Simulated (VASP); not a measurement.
A run of VASP 6.6.1 is set up as follows.

Contents of INCAR:

```
SYSTEM = W
PREC = Accurate
ENCUT = 600
EDIFF = 1E-6
ISMEAR = -1
SIGMA = 0.05
LREAL = .False.
LASPH = .True.
NELM = 60
ALGO = Normal
ISIF = 3
LWAVE = .False.
LCHARG = .False.
GGA = PE
IBRION = 2
NSW = 60
EDIFFG = -0.01
PSTRESS = 50.0
```

File KPOINTS:

```
regular mesh
0
Gamma
  12 12 12
  0 0 0
```

The input POSCAR:

```
W
1.0
   -1.5823450000      1.5823450000      1.5823450000
    1.5823450000     -1.5823450000      1.5823450000
    1.5823450000      1.5823450000     -1.5823450000
W
1
Direct
    0.0000000000      0.0000000000      0.0000000000
```

Potentials or basis: VASP PAW PBE potentials, release 64 (W_sv).

Command:

```console
$ cat potpaw_PBE.64/W_sv/POTCAR > POTCAR
$ mpirun -np 1 vasp_std > vasp.out
```

**Question.** What does it give for the band gap on the k mesh?

**Answer.** Zero (bands 7 and 8 overlap by 6.36 eV).

**Question.** Estimate the relaxed cell.

**Answer.** a = 2.745 Å, b = 2.745 Å, c = 2.745 Å, α = 109.47°, β = 109.47°, γ = 109.47°.

Final structure:
```yaml
crystal:
  lattice:
    - [-1.58476, 1.58476, 1.58476]
    - [1.58476, -1.58476, 1.58476]
    - [1.58476, 1.58476, -1.58476]
  atoms:
    - { symbol: W, position: [0.00000, 0.00000, 0.00000] }
```

Caveat: the cell is relaxed towards a set pressure, so the run minimises the enthalpy, not the energy; spin-orbit coupling is left out, which moves the levels of the heavy elements. PBE usually gives volumes a little too large and moduli too small.
